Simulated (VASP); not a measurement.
Ru:

```
Ru
1.0
     2.70580    0.00000    0.00000
    -1.35290    2.34329    0.00000
     0.00000    0.00000    4.28190
Ru
2
Direct
  0.33333 0.66667 0.25000
  0.66667 0.33333 0.75000
```

* Program: VASP 6.6.1
* Task: relaxation of cell and atoms
* Functional: revPBE
* Dispersion: D3(BJ)
* Potentials or basis: VASP PAW PBE potentials, release 64 (Ru_pv)
* Cutoff: 600 eV
* k mesh: 10 × 10 × 6
* Occupations: fermi-dirac, width 0.1 eV
* Spin: no spin polarisation

At the start: pressure -6.7 GPa; volume 13.57 Å³/atom.

Question: How do energy, volume and symmetry change on relaxing?

Answer: Over 7 steps the energy falls by 6.4 meV/atom and the volume is 13.30 Å³/atom (-2.0 %); space group P6_3/mmc (No. 194, to 0.1 Å) before and after.

The path:
| step | energy change (eV) | largest force (eV/Å) | pressure (GPa) | volume (Å³) |
| --- | --- | --- | --- | --- |
| 1 | 0.0000 | 0.0000 | -6.68 | 27.15 |
| 2 | 0.1093 | 0.0000 | 25.22 | 24.99 |
| 3 | -0.0125 | 0.0000 | -0.05 | 26.61 |
| 4 | -0.0125 | 0.0000 | 0.12 | 26.59 |
| 5 | -0.0125 | 0.0000 | 0.26 | 26.58 |
| 6 | -0.0126 | 0.0000 | 0.03 | 26.60 |
| 7 | -0.0127 | 0.0000 | 0.15 | 26.59 |

Final structure:
```xyz
2
Lattice="2.6925 0.0000 0.0000 -1.3462 2.3317 0.0000 0.0000 0.0000 4.2359" Properties=species:S:1:pos:R:3 pbc="T T T"
Ru    0.0000    1.5545    1.0590
Ru    1.3462    0.7772    3.1769
```

Caveat: the PAW data sets were made with another functional, which shifts forces and pressure a little.
